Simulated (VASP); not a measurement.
# SiC2 (P-6m2) in VASP: a series of runs

The runs below take SiC2 through single point, relaxation of cell and atoms, with PBE.

All numbers are computed with VASP 6.6.1; they aren't measurements. Logs are shortened: lines on timing, memory, paths and dates and some standing lists are left out, and cuts for length are marked.

### Step 1. The cell of the first run

The structure is hexagonal, space group P-6m2 (No. 187). The conventional cell has a = 2.706 Å, b = 2.706 Å, c = 7.807 Å, α = 90.00°, β = 90.00°, γ = 120.00°. Within 2.6 Å of Si (site symmetry 3m) lie 6 C at 1.99 to 2.28 Å and 1 Si at 2.48 Å. Within 2.5 Å of C (site symmetry 3m) lie 4 C at 1.86 to 2.01 Å and 3 Si at 2.28 Å. C (site symmetry -6m2) has 6 Si at 1.99 Å within 2.6 Å. Within 2.5 Å of C (site symmetry -6m2) lie 6 C at 1.86 Å.

### Step 2. Single point, PBE

File INCAR:

```
  ALGO = Normal
  EDIFF = 1E-7
  ENCUT = 520
  GGA = PE
  ISIF = 2
  ISMEAR = 0
  LASPH = True
  LCHARG = False
  LREAL = False
  LWAVE = False
  NBANDS = 21
  NELM = 100
  PREC = Accurate
  SIGMA = 0.1
```

File KPOINTS:

```
k-points
0
Gamma
  6 6 2
```

File POSCAR:

```
SiC2
1.0
    2.7060274458     -0.0000000029      0.0000000000
   -1.3530137204      2.3434885129      0.0000000000
    0.0000000000      0.0000000000      7.8074644507
Si C
2 4
Direct
    0.6666666667      0.3333333333      0.8413823944
    0.6666666667      0.3333333333      0.1586176056
    0.3333333333      0.6666666667      0.6288216254
    0.3333333333      0.6666666667      0.0000000000
    0.3333333333      0.6666666667      0.3711783746
    0.6666666667      0.3333333333      0.5000000000
```

Potentials or basis: VASP PAW PBE potentials, release 64 (Si, C).

The run is started by

```
$ cat potpaw_PBE.64/Si/POTCAR potpaw_PBE.64/C/POTCAR > POTCAR
$ mpirun -np 1 vasp_std > vasp.out
```

OUTCAR:

```text
EDIFF = 1E-7
   ENCUT = 520
   GGA = PE
   ISIF = 2
   ISMEAR = 0
   LASPH = True
   LREAL = False
   NELM = 100
   PREC = Accurate

 ion  position               nearest neighbor table
   1  0.667  0.333  0.841-   4 1.99   4 1.99   4 1.99   3 2.28   3 2.28   3 2.28   2 2.48
   2  0.667  0.333  0.159-   4 1.99   4 1.99   4 1.99   5 2.28   5 2.28   5 2.28   1 2.48
   3  0.333  0.667  0.629-   6 1.86   6 1.86   6 1.86   5 2.01   1 2.28   1 2.28   1 2.28
   4  0.333  0.667  0.000-   1 1.99   2 1.99   1 1.99   2 1.99   1 1.99   2 1.99
   5  0.333  0.667  0.371-   6 1.86   6 1.86   6 1.86   3 2.01   2 2.28   2 2.28   2 2.28
   6  0.667  0.333  0.500-   3 1.86   5 1.86   3 1.86   5 1.86   3 1.86   5 1.86

  LATTYP: Found a hexagonal cell.
 ALAT       =     2.7060274458
 C/A-ratio  =     2.8852125882

  Lattice vectors:

 A1 = (   2.7060274458,  -0.0000000029,   0.0000000000)
 A2 = (  -1.3530137204,   2.3434885129,   0.0000000000)
 A3 = (   0.0000000000,   0.0000000000,   7.8074644507)

Analysis of symmetry for initial positions (statically):
=====================================================================
 Subroutine PRICEL returns:
 Original cell was already a primitive cell.

 Routine SETGRP: Setting up the symmetry group for a
 hexagonal supercell.

 Subroutine GETGRP returns: Found 12 space group operations
 (whereof 12 operations were pure point group operations)
 out of a pool of 24 trial point group operations.

The static configuration has the point symmetry D_3h.

Analysis of symmetry for dynamics (positions and initial velocities):
=====================================================================
 Subroutine PRICEL returns:
 Original cell was already a primitive cell.

 Routine SETGRP: Setting up the symmetry group for a
 hexagonal supercell.

 Subroutine GETGRP returns: Found 12 space group operations
 (whereof 12 operations were pure point group operations)
 out of a pool of 24 trial point group operations.

The dynamic configuration has the point symmetry D_3h.

 Subroutine INISYM returns: Found 12 space group operations
 (whereof 12 operations are pure point group operations),
 and found     1 'primitive' translations

----------------------------------------------------------------------------------------

                                     Primitive cell

  volume of cell :      49.5114

  direct lattice vectors                    reciprocal lattice vectors
     2.706027446 -0.000000003  0.000000000     0.369545402  0.213357137  0.000000000
    -1.353013720  2.343488513  0.000000000     0.000000000  0.426714275  0.000000000
     0.000000000  0.000000000  7.807464451     0.000000000  0.000000000  0.128082556

  length of vectors
     2.706027446  2.706027446  7.807464451     0.426714275  0.426714275  0.128082556

  position of ions in fractional coordinates (direct lattice)
     0.666666667  0.333333333  0.841382394
     0.666666667  0.333333333  0.158617606
     0.333333333  0.666666667  0.628821625
     0.333333333  0.666666667  0.000000000
     0.333333333  0.666666667  0.371178375
     0.666666667  0.333333333  0.500000000

  ion indices of the primitive-cell ions
   primitive index   ion index
                 1           1
                 2           2
                 3           3
                 4           4
                 5           5
                 6           6

----------------------------------------------------------------------------------------

 KPOINTS: k-points

Automatic generation of k-mesh.
 Grid dimensions read from file:
 generate k-points for:    6    6    2

 Generating k-lattice:

  Cartesian coordinates                     Fractional coordinates (reciprocal lattice)
     0.061590900  0.035559523  0.000000000     0.166666667  0.000000000  0.000000000
     0.000000000  0.071119046  0.000000000     0.000000000  0.166666667  0.000000000
     0.000000000  0.000000000  0.064041278     0.000000000  0.000000000  0.500000000

  Length of vectors
     0.071119046  0.071119046  0.064041278

  Shift w.r.t. Gamma in fractional coordinates (k-lattice)
     0.000000000  0.000000000  0.000000000

 Subroutine IBZKPT returns following result:
 ===========================================

 Found     14 irreducible k-points:

 Following reciprocal coordinates:
            Coordinates               Weight
  0.000000  0.000000  0.000000      1.000000
  0.166667  0.000000  0.000000      6.000000
  0.333333  0.000000  0.000000      6.000000
  0.500000  0.000000  0.000000      3.000000
  0.166667  0.166667  0.000000      6.000000
  0.333333  0.166667  0.000000     12.000000
  0.333333  0.333333  0.000000      2.000000
  0.000000  0.000000  0.500000      1.000000
  0.166667  0.000000  0.500000      6.000000
  0.333333  0.000000  0.500000      6.000000
  0.500000  0.000000  0.500000      3.000000
  0.166667  0.166667  0.500000      6.000000
  0.333333  0.166667  0.500000     12.000000
  0.333333  0.333333  0.500000      2.000000
   k-points           NKPTS =     14   k-points in BZ     NKDIM =     14   number of bands    NBANDS=     21
   number of dos      NEDOS =    301   number of ions     NIONS =      6
   total plane-waves  NPLWV =  24000
   dimension x,y,z NGX =    20 NGY =   20 NGZ =   60
   dimension x,y,z NGXF=    40 NGYF=   40 NGZF=  120
   ions per type =               2   4
   NGX,Y,Z   is equivalent  to a cutoff of  12.29, 12.29, 12.78 a.u.
   NGXF,Y,Z  is equivalent  to a cutoff of  24.57, 24.57, 25.55 a.u.
 SYSTEM =  unknown system
   PREC   = accura    normal or accurate (medium, high low for compatibility)
   ISTART =      0    job   : 0-new  1-cont  2-samecut
   ICHARG =      2    charge: 1-file 2-atom 10-const
   ISPIN  =      1    spin polarized calculation?
   LNONCOLLINEAR =      F non collinear calculations
   LSORBIT =      F    spin-orbit coupling
   LASPH  =      T    aspherical Exc in radial PAW
   ENCUT  =  520.0 eV  38.22 Ry    6.18 a.u.   5.03  5.03 14.52*2*pi/ulx,y,z
   NELM   =    100;   NELMIN=  2; NELMDL= -5     # of ELM steps
   EDIFF  = 0.1E-06   stopping-criterion for ELM
   LREAL  =      F    real-space projection
   EDIFFG = 0.1E-05   stopping-criterion for IOM
   NSW    =      0    number of steps for IOM
   IBRION =     -1    ionic relax: 0-MD 1-quasi-New 2-CG
   NFREE  =      0    steps in history (QN), initial steepest desc. (CG)
   ISIF   =      2    stress and relaxation
   ISYM   =      2    0-nonsym 1-usesym 2-fastsym
   POTIM  = 0.5000    time-step for ionic-motion
   TEBEG  =    0.0;   TEEND  =   0.0 temperature during run
   PSTRESS=    0.0 pullay stress
   NELECT =      24.0000    total number of electrons
   NUPDOWN=      -1.0000    fix difference up-down
   EMIN   =  10.00;   EMAX   =-10.00  energy-range for DOS
   EFERMI =   0.00;   METHOD = LEGACY
   ISMEAR =     0;   SIGMA  =   0.10  broadening in eV -4-tet -1-fermi 0-gaus
   EFERMI_NEDOS =   21; number of points for ismear=-14 and -15
   IALGO  =     38    algorithm
   IMIX   =      4    mixing-type and parameters
     AMIX     =   0.40;   BMIX     =  1.00
     AMIX_MAG =   1.60;   BMIX_MAG =  1.00
  volume/ion in A,a.u.               =       8.25        55.69
  Fermi-wavevector in a.u.,A,eV,Ry     =   1.286008  2.430202 22.501530  1.653816
  Thomas-Fermi vector in A             =   2.418108
   LORBIT       =      0    0 simple, 1 ext, 2 COOP (PROOUT), +10 PAW based schemes
   GGA     = PE    functional components
   LHFCALC =     F    Hartree Fock is set to
   AEXX    =    0.0000 exact exchange contribution
   IVDW    =     0    specifies the selected vdW correction
   LEPSILON=     F    determine dielectric tensor
   LRPA    =     F    only Hartree local field effects (RPA)
 non-spin polarized calculation
 Gauss-broadening in eV      SIGMA  =   0.10
  energy-cutoff  :      520.00
  volume of cell :       49.51
 maximum number of plane-waves:      1344
 NGX is ok and might be reduce to    20
   NGX =  9   NGY =  9   NGZ = 29

 number of electron      23.9999999 magnetization

 Free energy of the ion-electron system (eV)
  ---------------------------------------------------
  ext. energy  EPLUGINS =         0.00000000
  ---------------------------------------------------
  free energy    TOTEN  =       -36.30159012 eV

  energy without entropy =      -36.29044047  energy(sigma->0) =      -36.29601530

 E-fermi :  10.6526     XC(G=0): -12.4735

 val. band max:       10.5153001259   @ k =   0.1667   0.1667   0.0000
 cond. band min:      10.6719758551   @ k =   0.3333   0.0000   0.0000
 fundamental gap:      0.1566757291
 Fermi energy:        10.6525962182

 k-point     1 :       0.0000    0.0000    0.0000
  band No.  band energies     occupation
      1      -8.4211      2.00000
      2      -6.8849      2.00000
      3      -4.5648      2.00000
      4       0.5354      2.00000
      5       0.8826      2.00000
      6       8.6748      2.00000
[... 13 lines left out ...]
     20      19.2484      0.00000
     21      19.5334      0.00000

 k-point     2 :       0.1667    0.0000    0.0000
  band No.  band energies     occupation
      1      -7.8070      2.00000
      2      -6.2501      2.00000
      3      -3.9151      2.00000
      4       1.1453      2.00000
      5       1.4812      2.00000
      6       5.8238      2.00000
[... 13 lines left out ...]
     20      19.3879      0.00000
     21      19.5465      0.00000

 k-point     3 :       0.3333    0.0000    0.0000
  band No.  band energies     occupation
      1      -6.0249      2.00000
      2      -4.3957      2.00000
      3      -2.0331      2.00000
      4       1.3939      2.00000
      5       2.8370      2.00000
      6       3.1070      2.00000
[... 13 lines left out ...]
     20      17.9234      0.00000
     21      18.3063      0.00000

 k-point     4 :       0.5000    0.0000    0.0000
  band No.  band energies     occupation
      1      -3.9929      2.00000
      2      -2.2312      2.00000
      3      -1.5930      2.00000
      4       0.0956      2.00000
      5       0.1192      2.00000
      6       2.4280      2.00000
[... 13 lines left out ...]
     20      17.4047      0.00000
     21      17.4120      0.00000

 k-point     5 :       0.1667    0.1667    0.0000
  band No.  band energies     occupation
      1      -6.6041      2.00000
      2      -5.0013      2.00000
      3      -2.6447      2.00000
      4       2.3161      2.00000
      5       2.6277      2.00000
      6       3.0697      2.00000
[... 13 lines left out ...]
     20      18.2077      0.00000
     21      19.4599      0.00000

 k-point     6 :       0.3333    0.1667    0.0000
  band No.  band energies     occupation
      1      -4.3939      2.00000
      2      -2.6890      2.00000
      3      -0.3789      2.00000
      4      -0.3250      2.00000
      5       1.5732      2.00000
      6       3.6047      2.00000
[... 13 lines left out ...]
     20      18.3172      0.00000
     21      19.3342      0.00000

 k-point     7 :       0.3333    0.3333    0.0000
  band No.  band energies     occupation
      1      -2.6853      2.00000
      2      -1.5069      2.00000
      3      -1.0718      2.00000
      4       1.1055      2.00000
      5       1.2872      2.00000
      6       1.9108      2.00000
[... 13 lines left out ...]
     20      18.6630      0.00000
     21      19.1852      0.00000
[... 51 lines left out ...]
      1      -5.9200      2.00000
      2      -4.7537      2.00000
      3      -0.7940      2.00000
      4       0.1414      2.00000
      5       1.4660      2.00000
      6       3.0849      2.00000
[... 13 lines left out ...]
     20      17.7157      0.00000
     21      19.0789      0.00000

 k-point    11 :       0.5000    0.0000    0.5000
  band No.  band energies     occupation
      1      -3.9299      2.00000
      2      -2.4891      2.00000
      3      -1.5229      2.00000
      4      -0.2289      2.00000
      5       1.1915      2.00000
      6       2.1513      2.00000
[... 13 lines left out ...]
     20      17.3093      0.00000
     21      19.2832      0.00000

 k-point    12 :       0.1667    0.1667    0.5000
  band No.  band energies     occupation
      1      -6.4890      2.00000
      2      -5.3790      2.00000
      3      -1.3597      2.00000
      4      -0.4630      2.00000
      5       3.0936      2.00000
      6       5.0743      2.00000
[... 13 lines left out ...]
     20      17.5819      0.00000
     21      19.2051      0.00000

 k-point    13 :       0.3333    0.1667    0.5000
  band No.  band energies     occupation
      1      -4.3149      2.00000
      2      -2.9920      2.00000
      3      -0.3352      2.00000
      4       0.7955      2.00000
      5       1.3351      2.00000
      6       1.8095      2.00000
[... 13 lines left out ...]
     20      18.4139      0.00000
     21      19.6963      0.00000

 k-point    14 :       0.3333    0.3333    0.5000
  band No.  band energies     occupation
      1      -2.6179      2.00000
      2      -1.4782      2.00000
      3      -1.3351      2.00000
      4       0.8853      2.00000
      5       2.1717      2.00000
      6       2.4337      2.00000
[... 13 lines left out ...]
     20      19.8237      0.00000
     21      19.9225      0.00000

------------------------ aborting loop because EDIFF is reached ----------------------------------------

  FORCE on cell =-STRESS in cart. coord.  units (eV):
  Direction    XX          YY          ZZ          XY          YZ          ZX
  --------------------------------------------------------------------------------------
  -------------------------------------------------------------------------------------
  Total        0.0014835      0.0014835      0.0160379     -0.0000000      0.0000000     -0.0000000
  in kB        0.0480071      0.0480071      0.5189815     -0.0000000      0.0000000     -0.0000000
  external PRESSURE =       0.2049986 kB  Pullay stress =       0.0000000 kB

 VOLUME and BASIS-vectors are now :
 -----------------------------------------------------------------------------
  energy-cutoff  :      520.00
  volume of cell :       49.51
      direct lattice vectors                 reciprocal lattice vectors
     2.706027446 -0.000000003  0.000000000     0.369545402  0.213357137  0.000000000
    -1.353013720  2.343488513  0.000000000     0.000000000  0.426714275  0.000000000
     0.000000000  0.000000000  7.807464451     0.000000000  0.000000000  0.128082556

 POSITION                                       TOTAL-FORCE (eV/Angst)
 -----------------------------------------------------------------------------------
      1.35301      0.78116      6.56906         0.000000      0.000000      0.009332
      1.35301      0.78116      1.23840        -0.000000      0.000000     -0.009332
      0.00000      1.56233      4.90950        -0.000000     -0.000000     -0.009070
      0.00000      1.56233      0.00000        -0.000000     -0.000000      0.000000
      0.00000      1.56233      2.89796        -0.000000     -0.000000      0.009070
      1.35301      0.78116      3.90373         0.000000      0.000000      0.000000
 -----------------------------------------------------------------------------------
    total drift:                                0.000000     -0.000000     -0.000000

  FREE ENERGIE OF THE ION-ELECTRON SYSTEM (eV)
  ---------------------------------------------------
  free  energy   TOTEN  =       -36.3015901196 eV

  energy  without entropy=      -36.2904404738  energy(sigma->0) =      -36.29601530
```

Wall time 11 s (1 thread of AMD EPYC 9R45 (Zen 5), shared host); peak memory 0.12 GiB.

What came out:

```
Free energy            : -36.3016 eV
Pressure               : 0.0 GPa
Largest force          : 0.009 eV/Å
Band gap on the k mesh : zero (band 12 reaches 12.95 eV, above the bottom of band 13 at 8.14 eV)
```

Forces on the atoms (eV/Å):
```
Si   0.000  0.000  0.009
Si   0.000  0.000 -0.009
C    0.000  0.000 -0.009
C    0.000  0.000  0.000
C    0.000  0.000  0.009
C    0.000  0.000  0.000
```

Caveat: the k points lie up to 0.45 Å⁻¹ apart.

### Step 3. Single point, PBE

This run uses another cell than the first one, of 13.61 Å³/atom, 1.649 times its volume.

File INCAR:

```
ALGO = Normal
EDIFF = 1E-6
ENCUT = 520
GGA = PE
ISIF = 2
ISMEAR = 0
LASPH = True
LCHARG = False
LREAL = False
LWAVE = False
NBANDS = 21
NELM = 80
PREC = Accurate
SIGMA = 0.1
```

KPOINTS is that of step 2.

File POSCAR:

```
SiC2
1.0
    2.6788160700      0.0000000000      0.0000000000
   -1.3394080300      2.3199227700      0.0000000000
    0.0000000000      0.0000000000     13.1380841000
Si C
2 4
Direct
    0.6666666700      0.3333333300      0.8333333300
    0.6666666700      0.3333333300      0.1666666700
    0.3333333300      0.6666666700      0.6666666700
    0.3333333300      0.6666666700      0.0000000000
    0.3333333300      0.6666666700      0.3333333300
    0.6666666700      0.3333333300      0.5000000000
```

Potentials or basis: VASP PAW PBE potentials, release 64 (Si, C).

The run is started by

```
$ cat potpaw_PBE.64/Si/POTCAR potpaw_PBE.64/C/POTCAR > POTCAR
$ mpirun -np 1 vasp_std > vasp.out
```

Run time: 16 s. Hardware: 1 thread of AMD EPYC 9R45 (Zen 5), shared host; peak memory 0.15 GiB.

It converged, with:

```
Free energy            : -26.0930 eV
Pressure               : -22.1 GPa
Largest force          : 0.239 eV/Å
Band gap on the k mesh : zero (band 12 reaches 7.92 eV, above the bottom of band 13 at 2.72 eV)
```

Forces on the atoms (eV/Å):
```
Si   0.000  0.000  0.239
Si   0.000  0.000 -0.239
C    0.000  0.000 -0.114
C    0.000  0.000  0.000
C    0.000  0.000  0.114
C    0.000  0.000  0.000
```

Stress tensor (GPa, compression positive):
```
-18.42   0.00   0.00
  0.00 -18.42   0.00
  0.00   0.00 -29.35
```

Levels at points of the mesh, in eV from the Fermi level:
```tsv
k point	band 9	band 10	band 11	band 12	band 13	band 14	band 15	band 16
(0.00, 0.00, 0.00)	-1.51	2.54	3.38	3.38	3.64	3.64	3.67	3.67
(0.50, 0.00, 0.00)	-3.65	-2.97	-2.47	-1.18	-0.93	1.30	1.61	1.61
(0.00, 0.00, 0.50)	0.48	1.15	3.38	3.38	3.62	3.62	3.68	3.68
(0.50, 0.00, 0.50)	-3.74	-3.23	-2.15	-1.73	-0.09	0.42	1.62	1.91
```

Caveat: the k points lie up to 0.45 Å⁻¹ apart.

[end of part 1 of 2]
